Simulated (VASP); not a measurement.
# ZnCu2SnS4 (I-4) in VASP: single point with PBE

Aim: the single point of ZnCu2SnS4 with PBE.

All numbers are computed with VASP 6.6.1; they aren't measurements. Logs are shortened: lines on timing, memory, paths and dates and some standing lists are left out, and cuts for length are marked.

### Step 1. The cell of the first run

It takes space group I-4 (No. 82, tetragonal). Conventional cell: a = 5.523 Å, b = 5.523 Å, c = 11.043 Å, α = 90.00°, β = 90.00°, γ = 90.00°. Within 3.2 Å of Zn (site symmetry -4) lie 4 S at 2.39 Å. Within 3.1 Å of Cu (site symmetry -4) lie 4 S at 2.35 Å. Within 3.1 Å of Cu (site symmetry -4) lie 4 S at 2.34 Å. Sn (site symmetry -4) has 4 S at 2.49 Å within 3.3 Å. Within 3.1 Å of S (site symmetry 1) lie 2 Cu at 2.34 to 2.35 Å and 1 Zn at 2.39 Å and 1 Sn at 2.49 Å.

### Step 2. Single point, PBE (volume scaled by 1.03, then relaxed in part)

INCAR

```
SYSTEM = ZnCu2SnS4
PREC     = Accurate       ! precision mode
ENCUT    = 520            ! plane-wave cutoff, eV
EDIFF    = 1E-6           ! SCF threshold, eV
ISMEAR   = 0              ! smearing method
SIGMA    = 0.1            ! smearing width, eV
LREAL    = .False.        ! projectors in reciprocal space
LASPH    = .True.         ! aspherical terms in the spheres
NELM     = 60             ! most SCF steps
ALGO     = Normal         ! electronic algorithm
ISIF     = 2              ! what is computed and relaxed
LWAVE    = .False.        ! write WAVECAR
LCHARG   = .False.        ! write CHGCAR
GGA      = PE             ! functional
NBANDS   = 46             ! bands
```

KPOINTS

```
regular mesh
0
Gamma
  10 10 10
  0 0 0
```

POSCAR

```
ZnCu2SnS4
1.0
   -2.7613002775      2.7613002775      5.5217498045
    2.7613002775     -2.7613002775      5.5217498045
    2.7613002775      2.7613002775     -5.5217498045
Zn Cu Sn S
1 2 1 4
Direct
    0.2500000000      0.7500000000      0.5000000000
    0.0000000000      0.0000000000      0.0000000000
    0.7500000000      0.2500000000      0.5000000000
    0.5000000000      0.5000000000      0.0000000000
    0.3714205902      0.8946740772      1.0078171550
    0.1053259228      0.1131430778      0.4767465130
    0.8868569222      0.3636034352     -0.0078171550
    0.6363965648      0.6285794098      0.5232534870
```

Potentials or basis: VASP PAW PBE potentials, release 64 (Zn, Cu, Sn_d, S).

On the command line:

```console
cat potpaw_PBE.64/Zn/POTCAR potpaw_PBE.64/Cu/POTCAR potpaw_PBE.64/Sn_d/POTCAR potpaw_PBE.64/S/POTCAR > POTCAR
mpirun -np 1 vasp_std > vasp.out
```

OUTCAR:

```text
SYSTEM = ZnCu2SnS4
   PREC = Accurate
   ENCUT = 520
   EDIFF = 1E-6
   ISMEAR = 0
   LREAL = .False.
   LASPH = .True.
   NELM = 60
   ISIF = 2
   GGA = PE

 ion  position               nearest neighbor table
   1  0.250  0.750  0.500-   5 2.39   6 2.39   7 2.39   8 2.39
   2  0.000  0.000  0.000-   7 2.35   8 2.35   5 2.35   6 2.35
   3  0.750  0.250  0.500-   8 2.34   6 2.34   5 2.34   7 2.34
   4  0.500  0.500  0.000-   8 2.49   5 2.49   6 2.49   7 2.49
   5  0.371  0.895  0.008-   3 2.34   2 2.35   1 2.39   4 2.49
   6  0.105  0.113  0.477-   3 2.34   2 2.35   1 2.39   4 2.49
   7  0.887  0.364  0.992-   3 2.34   2 2.35   1 2.39   4 2.49
   8  0.636  0.629  0.523-   3 2.34   2 2.35   1 2.39   4 2.49

  LATTYP: Found a body centered tetragonal cell.
 ALAT       =     5.5226005550
 C/A-ratio  =     1.9996919022

  Lattice vectors:

 A1 = (  -2.7613002775,   2.7613002775,   5.5217498045)
 A2 = (   2.7613002775,  -2.7613002775,   5.5217498045)
 A3 = (   2.7613002775,   2.7613002775,  -5.5217498045)

Analysis of symmetry for initial positions (statically):
=====================================================================
 Subroutine PRICEL returns:
 Original cell was already a primitive cell.

 Routine SETGRP: Setting up the symmetry group for a
 body centered tetragonal supercell.

 Subroutine GETGRP returns: Found  4 space group operations
 (whereof  4 operations were pure point group operations)
 out of a pool of 16 trial point group operations.

The static configuration has the point symmetry S_4 .

Analysis of symmetry for dynamics (positions and initial velocities):
=====================================================================
 Subroutine PRICEL returns:
 Original cell was already a primitive cell.

 Routine SETGRP: Setting up the symmetry group for a
 body centered tetragonal supercell.

 Subroutine GETGRP returns: Found  4 space group operations
 (whereof  4 operations were pure point group operations)
 out of a pool of 16 trial point group operations.

The dynamic configuration has the point symmetry S_4 .

 Subroutine INISYM returns: Found  4 space group operations
 (whereof  4 operations are pure point group operations),
 and found     1 'primitive' translations

----------------------------------------------------------------------------------------

                                     Primitive cell

  volume of cell :     168.4085

  direct lattice vectors                    reciprocal lattice vectors
    -2.761300278  2.761300278  5.521749804     0.000000000  0.181074114  0.090551006
     2.761300278 -2.761300278  5.521749804     0.181074114  0.000000000  0.090551006
     2.761300278  2.761300278 -5.521749804     0.181074114  0.181074114  0.000000000

  length of vectors
     6.763082089  6.763082089  6.763082089     0.202453252  0.202453252  0.256077467

  position of ions in fractional coordinates (direct lattice)
     0.250000000  0.750000000  0.500000000
     0.000000000  0.000000000  0.000000000
     0.750000000  0.250000000  0.500000000
     0.500000000  0.500000000  0.000000000
     0.371420590  0.894674077  0.007817155
     0.105325923  0.113143078  0.476746513
     0.886856922  0.363603435  0.992182845
     0.636396565  0.628579410  0.523253487

  ion indices of the primitive-cell ions
   primitive index   ion index
                 1           1
                 2           2
                 3           3
                 4           4
                 5           5
                 6           6
                 7           7
                 8           8

----------------------------------------------------------------------------------------

 KPOINTS: regular mesh

Automatic generation of k-mesh.
 Grid dimensions read from file:
 generate k-points for:   10   10   10

 Generating k-lattice:

  Cartesian coordinates                     Fractional coordinates (reciprocal lattice)
     0.000000000  0.018107411  0.009055101     0.100000000  0.000000000 -0.000000000
     0.018107411  0.000000000  0.009055101     0.000000000  0.100000000 -0.000000000
     0.018107411  0.018107411  0.000000000     0.000000000  0.000000000  0.100000000

  Length of vectors
     0.020245325  0.020245325  0.025607747

  Shift w.r.t. Gamma in fractional coordinates (k-lattice)
     0.000000000  0.000000000  0.000000000

 Subroutine IBZKPT returns following result:
 ===========================================

 Found    144 irreducible k-points:

 Following reciprocal coordinates:
            Coordinates               Weight
  0.000000  0.000000  0.000000      1.000000
  0.100000  0.000000 -0.000000      8.000000
  0.200000  0.000000 -0.000000      8.000000
  0.300000 -0.000000  0.000000      8.000000
  0.400000 -0.000000  0.000000      8.000000
  0.500000 -0.000000  0.000000      4.000000
[... 16 lines left out ...]
  0.200000  0.200000 -0.000000      8.000000
  0.300000  0.200000 -0.000000      8.000000
 [... further k-points ...]
   k-points           NKPTS =    144   k-points in BZ     NKDIM =    144   number of bands    NBANDS=     46
   number of dos      NEDOS =    301   number of ions     NIONS =      8
   total plane-waves  NPLWV = 125000
   dimension x,y,z NGX =    50 NGY =   50 NGZ =   50
   dimension x,y,z NGXF=   100 NGYF=  100 NGZF=  100
   ions per type =               1   2   1   4
   NGX,Y,Z   is equivalent  to a cutoff of  12.29, 12.29, 12.29 a.u.
   NGXF,Y,Z  is equivalent  to a cutoff of  24.58, 24.58, 24.58 a.u.
 SYSTEM =  ZnCu2SnS4
   PREC   = accura    normal or accurate (medium, high low for compatibility)
   ISTART =      0    job   : 0-new  1-cont  2-samecut
   ICHARG =      2    charge: 1-file 2-atom 10-const
   ISPIN  =      1    spin polarized calculation?
   LNONCOLLINEAR =      F non collinear calculations
   LSORBIT =      F    spin-orbit coupling
   LASPH  =      T    aspherical Exc in radial PAW
   ENCUT  =  520.0 eV  38.22 Ry    6.18 a.u.  12.57 12.57 12.57*2*pi/ulx,y,z
   NELM   =     60;   NELMIN=  2; NELMDL= -5     # of ELM steps
   EDIFF  = 0.1E-05   stopping-criterion for ELM
   LREAL  =      F    real-space projection
[... 7 lines left out ...]
   TEBEG  =    0.0;   TEEND  =   0.0 temperature during run
   PSTRESS=    0.0 pullay stress
   NELECT =      72.0000    total number of electrons
   NUPDOWN=      -1.0000    fix difference up-down
   EMIN   =  10.00;   EMAX   =-10.00  energy-range for DOS
   EFERMI =   0.00;   METHOD = LEGACY
   ISMEAR =     0;   SIGMA  =   0.10  broadening in eV -4-tet -1-fermi 0-gaus
   EFERMI_NEDOS =   21; number of points for ismear=-14 and -15
   IALGO  =     38    algorithm
   IMIX   =      4    mixing-type and parameters
     AMIX     =   0.40;   BMIX     =  1.00
     AMIX_MAG =   1.60;   BMIX_MAG =  1.00
  volume/ion in A,a.u.               =      21.05       142.06
  Fermi-wavevector in a.u.,A,eV,Ry     =   1.233288  2.330575 20.694435  1.520998
  Thomas-Fermi vector in A             =   2.368024
   LORBIT       =      0    0 simple, 1 ext, 2 COOP (PROOUT), +10 PAW based schemes
   GGA     = PE    functional components
   LHFCALC =     F    Hartree Fock is set to
   AEXX    =    0.0000 exact exchange contribution
   IVDW    =     0    specifies the selected vdW correction
   LEPSILON=     F    determine dielectric tensor
   LRPA    =     F    only Hartree local field effects (RPA)
 non-spin polarized calculation
 Gauss-broadening in eV      SIGMA  =   0.10
  energy-cutoff  :      520.00
  volume of cell :      168.41
 maximum number of plane-waves:      4566
   NGX = 25   NGY = 25   NGZ = 25

 number of electron      72.0000030 magnetization

 Free energy of the ion-electron system (eV)
  ---------------------------------------------------
  ext. energy  EPLUGINS =         0.00000000
  ---------------------------------------------------
  free energy    TOTEN  =       -32.57350016 eV

  energy without entropy =      -32.57319143  energy(sigma->0) =      -32.57334580

 E-fermi :   4.4480     XC(G=0):  -9.5536

 val. band max:        4.3739528796   @ k =   0.0000   0.0000   0.0000
 cond. band min:       4.7816935614   @ k =  -0.1000  -0.1000   0.1000
 fundamental gap:      0.4077406818
 Fermi energy:         4.4479799626

 k-point     1 :       0.0000    0.0000    0.0000
  band No.  band energies     occupation
      1     -17.8318      2.00000
      2     -17.8281      2.00000
      3     -17.8281      2.00000
      4     -17.7680      2.00000
      5     -17.7632      2.00000
      6      -9.8096      2.00000
[... 38 lines left out ...]
     45       9.6538      0.00000
     46       9.8649      0.00000

 k-point     2 :       0.1000    0.0000   -0.0000
  band No.  band energies     occupation
      1     -17.8319      2.00000
      2     -17.8282      2.00000
      3     -17.8281      2.00000
      4     -17.7679      2.00000
      5     -17.7632      2.00000
      6      -9.7785      2.00000
[... 38 lines left out ...]
     45       9.6939      0.00000
     46       9.8473      0.00000

 k-point     3 :       0.2000    0.0000   -0.0000
  band No.  band energies     occupation
      1     -17.8319      2.00000
      2     -17.8282      2.00000
      3     -17.8281      2.00000
      4     -17.7678      2.00000
      5     -17.7632      2.00000
      6      -9.6880      2.00000
[... 38 lines left out ...]
     45       9.7110      0.00000
     46       9.9953      0.00000

 k-point     4 :       0.3000   -0.0000    0.0000
  band No.  band energies     occupation
      1     -17.8320      2.00000
      2     -17.8283      2.00000
      3     -17.8281      2.00000
      4     -17.7677      2.00000
      5     -17.7631      2.00000
      6      -9.5474      2.00000
[... 920 lines left out ...]
     45       9.7673      0.00000
     46       9.9156      0.00000

 k-point    23 :       0.2000    0.2000   -0.0000
  band No.  band energies     occupation
      1     -17.8321      2.00000
      2     -17.8282      2.00000
      3     -17.8282      2.00000
      4     -17.7677      2.00000
      5     -17.7631      2.00000
      6      -9.5336      2.00000
[... 38 lines left out ...]
     45       9.8898      0.00000
     46      10.0492      0.00000

 k-point    24 :       0.3000    0.2000   -0.0000
  band No.  band energies     occupation
      1     -17.8322      2.00000
      2     -17.8283      2.00000
      3     -17.8282      2.00000
      4     -17.7675      2.00000
      5     -17.7630      2.00000
      6      -9.3940      2.00000
[... 38 lines left out ...]
     45      10.0215      0.00000
     46      10.2363      0.00000

 [... further k-points ...]

------------------------ aborting loop because EDIFF is reached ----------------------------------------

  FORCE on cell =-STRESS in cart. coord.  units (eV):
  Direction    XX          YY          ZZ          XY          YZ          ZX
  --------------------------------------------------------------------------------------
  -------------------------------------------------------------------------------------
  Total       -1.9009322     -1.9009322     -1.8984455      0.0000001      0.0000000      0.0000000
  in kB      -18.0847798    -18.0847798    -18.0611223      0.0000005      0.0000000      0.0000000
  external PRESSURE =     -18.0768940 kB  Pullay stress =       0.0000000 kB

 VOLUME and BASIS-vectors are now :
 -----------------------------------------------------------------------------
  energy-cutoff  :      520.00
  volume of cell :      168.41
      direct lattice vectors                 reciprocal lattice vectors
    -2.761300278  2.761300278  5.521749804     0.000000000  0.181074114  0.090551006
     2.761300278 -2.761300278  5.521749804     0.181074114  0.000000000  0.090551006
     2.761300278  2.761300278 -5.521749804     0.181074114  0.181074114  0.000000000

 POSITION                                       TOTAL-FORCE (eV/Angst)
 -----------------------------------------------------------------------------------
      2.76130      0.00000      2.76087         0.000000      0.000000     -0.000000
      0.00000      0.00000      0.00000         0.000000      0.000000      0.000000
      0.00000      2.76130      2.76087         0.000000      0.000000      0.000000
      0.00000      0.00000      5.52175         0.000000      0.000000      0.000000
      1.46645     -1.42327      6.94789        -0.027943      0.015142     -0.013577
      1.33803      1.29485     -1.42614         0.015142      0.027943      0.013577
      1.29485      4.18457      1.42614         0.027943     -0.015142     -0.013577
      1.42327      1.46645      4.09561        -0.015142     -0.027943      0.013577
 -----------------------------------------------------------------------------------
    total drift:                                0.000019      0.000019      0.000020

  FREE ENERGIE OF THE ION-ELECTRON SYSTEM (eV)
  ---------------------------------------------------
  free  energy   TOTEN  =       -32.5735001602 eV

  energy  without entropy=      -32.5731914337  energy(sigma->0) =      -32.57334580
```

Run time: 15 min. Hardware: 1 thread of Intel Xeon 6975P-C (Granite Rapids), shared host; peak memory 1.1 GiB.

Results:

```
Free energy   : -32.5735 eV
Pressure      : -1.8 GPa
Largest force : 0.035 eV/Å
```

Forces in eV/Å, atoms in the order of the input:
```
Zn   0.000  0.000  0.000
Cu   0.000  0.000  0.000
Cu   0.000  0.000  0.000
Sn   0.000  0.000  0.000
S   -0.028  0.015 -0.014
S    0.015  0.028  0.014
S    0.028 -0.015 -0.014
S   -0.015 -0.028  0.014
```

Caveat: spin-orbit coupling is left out, which moves the levels of the heavy elements.
